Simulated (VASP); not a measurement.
# Ti (P6/mmm) in VASP: notebook, part 2 of 2

VASP 6.6.1.

### 4 Relaxation of cell and atoms, PBEsol, target pressure 5 GPa, at which the enthalpy is minimised

This run uses another cell than the first one, of 17.02 Å³/atom.

INCAR reads:

```
ALGO = Normal
EDIFF = 1E-7
EDIFFG = -0.005
ENCUT = 600
GGA = PS
IBRION = 2
ISIF = 3
ISMEAR = -1
LASPH = T
LCHARG = F
LREAL = F
LWAVE = F
NELM = 80
NSW = 80
PREC = Accurate
PSTRESS = 50.0
SIGMA = 0.05
```

KPOINTS reads:

```
k-points
0
Gamma
  7 7 9
```

POSCAR reads:

```
Ti
1.0
    4.5673748306      0.0000000000      0.0000000000
   -2.2836874153      3.9554626319      0.0000000000
    0.0000000000      0.0000000000      2.8262442700
Ti
3
Direct
    0.6666666667      0.3333333333      0.5000000000
    0.3333333333      0.6666666667      0.5000000000
    0.0000000000      0.0000000000      0.0000000000
```

Potentials or basis: VASP PAW PBE potentials, release 64 (Ti_sv).

Run with:

```console
cat potpaw_PBE.64/Ti_sv/POTCAR > POTCAR
mpirun -np 1 vasp_std > vasp.out
```

OUTCAR:

```text
EDIFF = 1E-7
   EDIFFG = -0.005
   ENCUT = 600
   GGA = PS
   IBRION = 2
   ISIF = 3
   ISMEAR = -1
   LASPH = T
   LREAL = F
   NELM = 80
   NSW = 80
   PREC = Accurate
   PSTRESS = 50.0

 ion  position               nearest neighbor table
   1  0.667  0.333  0.500-   2 2.64   2 2.64   2 2.64
   2  0.333  0.667  0.500-   1 2.64   1 2.64   1 2.64
   3  0.000  0.000  0.000-

  LATTYP: Found a hexagonal cell.
 ALAT       =     4.5673748306
 C/A-ratio  =     0.6187896494

  Lattice vectors:

 A1 = (   4.5673748306,   0.0000000000,   0.0000000000)
 A2 = (  -2.2836874153,   3.9554626319,   0.0000000000)
 A3 = (   0.0000000000,   0.0000000000,   2.8262442700)

Analysis of symmetry for initial positions (statically):
=====================================================================
 Subroutine PRICEL returns:
 Original cell was already a primitive cell.

 Routine SETGRP: Setting up the symmetry group for a
 hexagonal supercell.

 Subroutine GETGRP returns: Found 24 space group operations
 (whereof 24 operations were pure point group operations)
 out of a pool of 24 trial point group operations.

The static configuration has the point symmetry D_6h.

Analysis of symmetry for dynamics (positions and initial velocities):
=====================================================================
 Subroutine PRICEL returns:
 Original cell was already a primitive cell.

 Routine SETGRP: Setting up the symmetry group for a
 hexagonal supercell.

 Subroutine GETGRP returns: Found 24 space group operations
 (whereof 24 operations were pure point group operations)
 out of a pool of 24 trial point group operations.

The dynamic configuration has the point symmetry D_6h.

 Subroutine INISYM returns: Found 24 space group operations
 (whereof 24 operations are pure point group operations),
 and found     1 'primitive' translations

----------------------------------------------------------------------------------------

                                     Primitive cell

  volume of cell :      51.0592

  direct lattice vectors                    reciprocal lattice vectors
     4.567374831  0.000000000  0.000000000     0.218944150  0.126407464  0.000000000
    -2.283687415  3.955462632  0.000000000     0.000000000  0.252814928  0.000000000
     0.000000000  0.000000000  2.826244270     0.000000000  0.000000000  0.353826458

  length of vectors
     4.567374831  4.567374831  2.826244270     0.252814928  0.252814928  0.353826458

  position of ions in fractional coordinates (direct lattice)
     0.666666667  0.333333333  0.500000000
     0.333333333  0.666666667  0.500000000
     0.000000000  0.000000000  0.000000000

  ion indices of the primitive-cell ions
   primitive index   ion index
                 1           1
                 2           2
                 3           3

----------------------------------------------------------------------------------------

 KPOINTS: k-points

Automatic generation of k-mesh.
 Grid dimensions read from file:
 generate k-points for:    7    7    9

 Generating k-lattice:

  Cartesian coordinates                     Fractional coordinates (reciprocal lattice)
     0.031277736  0.018058209  0.000000000     0.142857143 -0.000000000  0.000000000
     0.000000000  0.036116418  0.000000000     0.000000000  0.142857143  0.000000000
     0.000000000  0.000000000  0.039314051     0.000000000  0.000000000  0.111111111

  Length of vectors
     0.036116418  0.036116418  0.039314051

  Shift w.r.t. Gamma in fractional coordinates (k-lattice)
     0.000000000  0.000000000  0.000000000

 Subroutine IBZKPT returns following result:
 ===========================================

 Found     40 irreducible k-points:

 Following reciprocal coordinates:
            Coordinates               Weight
  0.000000  0.000000  0.000000      1.000000
  0.142857  0.000000  0.000000      6.000000
  0.285714  0.000000  0.000000      6.000000
  0.428571  0.000000  0.000000      6.000000
  0.142857  0.142857  0.000000      6.000000
  0.285714  0.142857  0.000000     12.000000
[... 16 lines left out ...]
  0.428571  0.142857  0.222222     12.000000
  0.285714  0.285714  0.222222     12.000000
 [... further k-points ...]
   k-points           NKPTS =     40   k-points in BZ     NKDIM =     40   number of bands    NBANDS=     22
   number of dos      NEDOS =    301   number of ions     NIONS =      3
   total plane-waves  NPLWV =  31104
   dimension x,y,z NGX =    36 NGY =   36 NGZ =   24
   dimension x,y,z NGXF=    72 NGYF=   72 NGZF=   48
   ions per type =               3
   NGX,Y,Z   is equivalent  to a cutoff of  13.10, 13.10, 14.12 a.u.
   NGXF,Y,Z  is equivalent  to a cutoff of  26.21, 26.21, 28.23 a.u.
 SYSTEM =  unknown system
   PREC   = accura    normal or accurate (medium, high low for compatibility)
   ISTART =      0    job   : 0-new  1-cont  2-samecut
   ICHARG =      2    charge: 1-file 2-atom 10-const
   ISPIN  =      1    spin polarized calculation?
   LNONCOLLINEAR =      F non collinear calculations
   LSORBIT =      F    spin-orbit coupling
   LASPH  =      T    aspherical Exc in radial PAW
   ENCUT  =  600.0 eV  44.10 Ry    6.64 a.u.   9.12  9.12  5.64*2*pi/ulx,y,z
   NELM   =     80;   NELMIN=  2; NELMDL= -5     # of ELM steps
   EDIFF  = 0.1E-06   stopping-criterion for ELM
   LREAL  =      F    real-space projection
   EDIFFG = -.5E-02   stopping-criterion for IOM
   NSW    =     80    number of steps for IOM
   IBRION =      2    ionic relax: 0-MD 1-quasi-New 2-CG
   NFREE  =      1    steps in history (QN), initial steepest desc. (CG)
   ISIF   =      3    stress and relaxation
   ISYM   =      2    0-nonsym 1-usesym 2-fastsym
   POTIM  = 0.5000    time-step for ionic-motion
   TEBEG  =    0.0;   TEEND  =   0.0 temperature during run
   PSTRESS=   50.0 pullay stress
   NELECT =      36.0000    total number of electrons
   NUPDOWN=      -1.0000    fix difference up-down
   EMIN   =  10.00;   EMAX   =-10.00  energy-range for DOS
   EFERMI =   0.00;   METHOD = LEGACY
   ISMEAR =    -1;   SIGMA  =   0.05  broadening in eV -4-tet -1-fermi 0-gaus
   EFERMI_NEDOS =   21; number of points for ismear=-14 and -15
   IALGO  =     38    algorithm
   IMIX   =      4    mixing-type and parameters
     AMIX     =   0.40;   BMIX     =  1.00
     AMIX_MAG =   1.60;   BMIX_MAG =  1.00
  volume/ion in A,a.u.               =      17.02       114.85
  Fermi-wavevector in a.u.,A,eV,Ry     =   1.457084  2.753489 28.886426  2.123092
  Thomas-Fermi vector in A             =   2.573926
   LORBIT       =      0    0 simple, 1 ext, 2 COOP (PROOUT), +10 PAW based schemes
   GGA     = PS    functional components
   LHFCALC =     F    Hartree Fock is set to
   AEXX    =    0.0000 exact exchange contribution
   IVDW    =     0    specifies the selected vdW correction
   LEPSILON=     F    determine dielectric tensor
   LRPA    =     F    only Hartree local field effects (RPA)
 conjugate gradient relaxation of ions
 non-spin polarized calculation
  energy-cutoff  :      600.00
  volume of cell :       51.06
 maximum number of plane-waves:      1728
   NGX = 19   NGY = 19   NGZ = 11

--------------------------------------- Ionic step        1  -------------------------------------------

 number of electron      35.9999989 magnetization

 Free energy of the ion-electron system (eV)
  ---------------------------------------------------
  ext. energy  EPLUGINS =         0.00000000
  ---------------------------------------------------
  free energy    TOTEN  =       -25.04953557 eV

  energy without entropy =      -25.02720117  energy(sigma->0) =      -25.03836837

------------------------ aborting loop because EDIFF is reached ----------------------------------------

  FORCE on cell =-STRESS in cart. coord.  units (eV):
  Direction    XX          YY          ZZ          XY          YZ          ZX
  --------------------------------------------------------------------------------------
  -------------------------------------------------------------------------------------
  Total       -1.2593216     -1.2593216     -1.2294710      0.0000000      0.0000000      0.0000000
  in kB      -39.5160561    -39.5160561    -38.5793782      0.0000000      0.0000000      0.0000000
  external PRESSURE =     -89.2038301 kB  Pullay stress =      50.0000000 kB
[... 260 lines left out ...]
--------------------------------------- Ionic step        8  -------------------------------------------

 number of electron      36.0000006 magnetization

 Free energy of the ion-electron system (eV)
  ---------------------------------------------------
  ext. energy  EPLUGINS =         0.00000000
  ---------------------------------------------------
  free energy    TOTEN  =       -25.04312457 eV

  energy without entropy =      -25.02064715  energy(sigma->0) =      -25.03188586

 E-fermi :   9.1275     XC(G=0): -12.0947

 val. band max:        9.1235792295   @ k =   0.0000   0.0000   0.0000
 cond. band min:       9.1451193282   @ k =   0.4286   0.1429   0.2222
 fundamental gap:      0.0215400987
 Fermi energy:         9.1274713674

 k-point     1 :       0.0000    0.0000    0.0000
  band No.  band energies     occupation
      1     -47.3765      2.00000
      2     -47.1195      2.00000
      3     -46.9062      2.00000
      4     -23.8219      2.00000
      5     -23.8219      2.00000
      6     -23.7746      2.00000
[... 589 lines left out ...]
     21       9.9640      0.00000
     22      10.2075      0.00000

 [... further k-points ...]

------------------------ aborting loop because EDIFF is reached ----------------------------------------

  FORCE on cell =-STRESS in cart. coord.  units (eV):
  Direction    XX          YY          ZZ          XY          YZ          ZX
  --------------------------------------------------------------------------------------
  -------------------------------------------------------------------------------------
  Total        1.4787789      1.4787789      1.4774889      0.0000000      0.0000000      0.0000000
  in kB       49.9819436     49.9819436     49.9383425      0.0000000      0.0000000      0.0000000
  external PRESSURE =      -0.0325901 kB  Pullay stress =      50.0000000 kB
[... 22 lines left out ...]
  energy  without entropy=      -25.0206471516  energy(sigma->0) =      -25.03188586

  enthalpy is  TOTEN    =       -23.5638114958 eV   P V=        1.4793130734

 reached required accuracy - stopping structural energy minimisation
```

Run time: 2.3 min. Hardware: 1 thread of Intel Xeon 6975P-C (Granite Rapids), shared host; peak memory 0.2 GiB.

What came out:

```yaml
Free_energy: -25.0431 eV
Relaxed_volume: 15.80 Å³/atom
Relaxed_cell: a = 4.451 Å, b = 4.451 Å, c = 2.763 Å, α = 90.00°, β = 90.00°, γ = 120.00°
Space_group_after_relaxing_to_0.1_Å: P6/mmm (No. 191)
Energy_change_on_relaxing_the_run_minimises_the_enthalpy: +2.1 meV/atom
Ionic_steps: 8
Pressure_after_relaxing: 5.0 GPa
Band_gap_on_the_k_mesh: zero (bands 18 and 19 overlap by 0.34 eV)
```

Step by step:
```
step  energy change (eV)  largest force (eV/Å)  pressure (GPa)  volume (Å³)
   1              0.0000                0.0000           -3.92        51.06
   2              0.1924                0.0000           15.12        44.37
   3              0.0054                0.0000            4.91        47.44
   4              0.0076                0.0000            5.11        47.37
   5              0.0076                0.0000            5.11        47.36
   6              0.0076                0.0000            5.11        47.36
   7              0.0055                0.0000            4.93        47.43
   8              0.0064                0.0000            5.00        47.40
```

Final structure:
```yaml
crystal:
  lattice:
    - [4.45115, 0.00000, 0.00000]
    - [-2.22557, 3.85481, 0.00000]
    - [0.00000, 0.00000, 2.76265]
  atoms:
    - { symbol: Ti, position: [0.66667, 0.33333, 0.50000] }
    - { symbol: Ti, position: [0.33333, 0.66667, 0.50000] }
    - { symbol: Ti, position: [0.00000, 0.00000, 0.00000] }
```

Caveat: the cell is relaxed towards a set pressure, so the run minimises the enthalpy, not the energy; the PAW data sets were made with another functional, which shifts forces and pressure a little.

### 5 Relaxation of cell and atoms, PBEsol, target pressure 10 GPa, at which the enthalpy is minimised

This run uses another cell than the first one, of 17.02 Å³/atom.

INCAR reads:

```
PREC     = Accurate       # precision mode
ENCUT    = 600            # plane-wave cutoff, eV
EDIFF    = 1E-6           # SCF threshold, eV
ISMEAR   = -1             # smearing method
SIGMA    = 0.05           # smearing width, eV
LREAL    = False          # projectors in reciprocal space
LASPH    = True           # aspherical terms in the spheres
NELM     = 100            # most SCF steps
ALGO     = Normal         # electronic algorithm
ISIF     = 3              # what is computed and relaxed
LWAVE    = False          # write WAVECAR
LCHARG   = False          # write CHGCAR
GGA      = PS             # functional
IBRION   = 2              # ionic algorithm
NSW      = 80             # ionic steps
EDIFFG   = -0.005         # ionic threshold
PSTRESS  = 100.0
```

KPOINTS reads:

```
regular mesh
0
Gamma
  7 7 9
```

POSCAR is that of step 4.

Run with:

```console
cat potpaw_PBE.64/Ti_sv/POTCAR > POTCAR
mpirun -np 1 vasp_std > vasp.out
```

It took 2.7 min on 1 thread of Intel Xeon 6975P-C (Granite Rapids), shared host; peak memory 0.21 GiB.

The run converged. Its results:

```yaml
Free_energy: -24.9692 eV
Relaxed_volume: 15.27 Å³/atom
Relaxed_cell: a = 4.399 Å, b = 4.399 Å, c = 2.733 Å, α = 90.00°, β = 90.00°, γ = 120.00°
Space_group_after_relaxing_to_0.1_Å: P6/mmm (No. 191)
Energy_change_on_relaxing_the_run_minimises_the_enthalpy: +26.8 meV/atom
Ionic_steps: 10
Pressure_after_relaxing: 10.0 GPa
Band_gap_on_the_k_mesh: zero (bands 18 and 19 overlap by 0.37 eV)
```

The path:
| step | energy change (eV) | largest force (eV/Å) | pressure (GPa) | volume (Å³) |
| --- | --- | --- | --- | --- |
| 1 | 0.0000 | 0.0000 | -3.89 | 51.06 |
| 2 | 0.6779 | 0.0000 | 30.67 | 40.91 |
| 3 | 0.0746 | 0.0000 | 9.68 | 45.90 |
| 4 | 0.0807 | 0.0000 | 9.97 | 45.81 |
| 5 | 0.0871 | 0.0000 | 10.31 | 45.70 |
| 6 | 0.0758 | 0.0000 | 9.70 | 45.88 |
| 7 | 0.0781 | 0.0000 | 9.84 | 45.84 |
| 8 | 0.0820 | 0.0000 | 10.03 | 45.78 |
| 9 | 0.0811 | 0.0000 | 10.06 | 45.79 |
| 10 | 0.0803 | 0.0000 | 10.02 | 45.81 |

Final structure:
```cif
data_structure
_symmetry_space_group_name_H-M 'P 1'
_symmetry_Int_Tables_number 1
_cell_length_a 4.3991
_cell_length_b 4.3991
_cell_length_c 2.7331
_cell_angle_alpha 90.000
_cell_angle_beta 90.000
_cell_angle_gamma 120.000
_cell_volume 45.81
loop_
_atom_site_label
_atom_site_type_symbol
_atom_site_fract_x
_atom_site_fract_y
_atom_site_fract_z
_atom_site_occupancy
Ti1 Ti 0.66667 0.33333 0.50000 1
Ti2 Ti 0.33333 0.66667 0.50000 1
Ti3 Ti 0.00000 0.00000 0.00000 1
```

Levels at points of the mesh, in eV from the Fermi level:
| k point | band 14 | band 15 | band 16 | band 17 | band 18 | band 19 | band 20 | band 21 | band 22 |
| --- | --- | --- | --- | --- | --- | --- | --- | --- | --- |
| (0.00, 0.00, 0.00) | -2.29 | -0.72 | -0.72 | -0.63 | -0.63 | 0.00 | 0.76 | 1.43 | 1.43 |

Caveat: the cell is relaxed towards a set pressure, so the run minimises the enthalpy, not the energy; the PAW data sets were made with another functional, which shifts forces and pressure a little.

### 6 Overview

| task | cell | cutoff (eV) | gap on the mesh (eV) | pressure (GPa) |
| --- | --- | --- | --- | --- |
| single point | a = 4.455, b = 4.455, c = 2.765 Å, angles 90.0, 90.0, 120.0°, 3 atoms | 520 | none | 4.7 |
| single point | a = 4.516, b = 4.516, c = 2.798 Å, angles 90.0, 90.0, 120.0°, 3 atoms | 520 | none | -0.2 |
| relaxation of cell and atoms | relaxed to 5 GPa from a = 4.567, b = 4.567, c = 2.826 Å, angles 90.0, 90.0, 120.0°, 3 atoms | 600 | none | 5.0 |
| relaxation of cell and atoms | relaxed to 10 GPa from a = 4.567, b = 4.567, c = 2.826 Å, angles 90.0, 90.0, 120.0°, 3 atoms | 600 | none | 10.0 |

Alike in all rows: level PBEsol; potentials or basis VASP PAW PBE potentials, release 64 (Ti_sv); no spin polarisation; k mesh 7 × 7 × 9; smearing fermi-dirac 0.05 eV.

Caveats: the PAW data sets were made with another functional, which shifts forces and pressure a little; the cell is relaxed towards a set pressure, so the run minimises the enthalpy, not the energy (at least some runs); the cell stands under pressure (at least some runs).

Absolute energies hang on the potentials; compare differences alone.

The gap in the log of VASP goes by the Fermi energy; the results here count the filled bands.